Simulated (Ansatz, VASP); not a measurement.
## TiSi2 in VASP and in Ansatz

```
Ti Si
1.0
     3.38977    0.00000    0.00000
     0.00000    3.38977    0.00000
     0.00000    0.00000    4.86826
Ti Si
1 2
Direct
  0.00000 0.00000 0.50000
  0.50000 0.50000 0.00000
  0.00000 0.00000 0.00000
```

Alike in both runs: functional PBE; k mesh 6 × 6 × 6; occupations gaussian, width 0.1 eV; no spin polarisation.

Ansatz relaxed the structure, and its values are those at the end. VASP's run is a single point on that final structure, the one shown.

|  | VASP | Ansatz |
| --- | --- | --- |
| version | VASP 6.6.1 | Ansatz 0.2.0 |
| potentials or method | VASP PAW PBE potentials, release 64 (Ti_sv, Si), cutoff 520 eV | scalar-relativistic, plane waves, PAW |
| valence electrons in the cell | 20 | 20 |

VASP gave:

| Property | Result |
| --- | --- |
| gap on the k mesh at the Fermi level (eV) | none |
| pressure (GPa) | -0.1 |

Question: What did Ansatz give for the same quantities?

Answer: gap on the k mesh at the Fermi level (eV): none; pressure (GPa): 0.0.

A gap of «none» marks a metal or a gap that the smearing closes. With one functional, cell and mesh, what is left measures potentials, basis and numerics.
